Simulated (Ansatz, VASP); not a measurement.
# PbO: VASP beside Ansatz

```
Pb O
1.0
     3.53774    0.00000    0.00000
    -1.76887    3.06377    0.00000
     0.00000    0.00000    6.37502
Pb O
2 2
Cartesian
  0.0000 0.0000 0.0000
  0.0000 0.0000 3.1875
  0.0000 2.0425 1.5938
  1.7689 1.0213 4.7813
```

Alike in both runs: task single point; functional PBE; k mesh 6 × 6 × 4; occupations fermi-dirac, width 0.02 eV; no spin polarisation.

|  | VASP | Ansatz |
| --- | --- | --- |
| version | VASP 6.6.1 | Ansatz 0.2.0 |
| potentials or method | VASP PAW PBE potentials, release 64 (Pb_d, O) | plane waves, PAW |
| plane-wave cutoff (eV) | 520 | 420 |
| valence electrons in the cell | 40 | 40 |

```tsv
	VASP	Ansatz	Ansatz less VASP
pressure (GPa)	6.0	6.0	+0.05
traceless stress, the component that is largest in VASP (GPa)	1.35	1.36	+0.005
```

Spin-orbit coupling is off throughout.
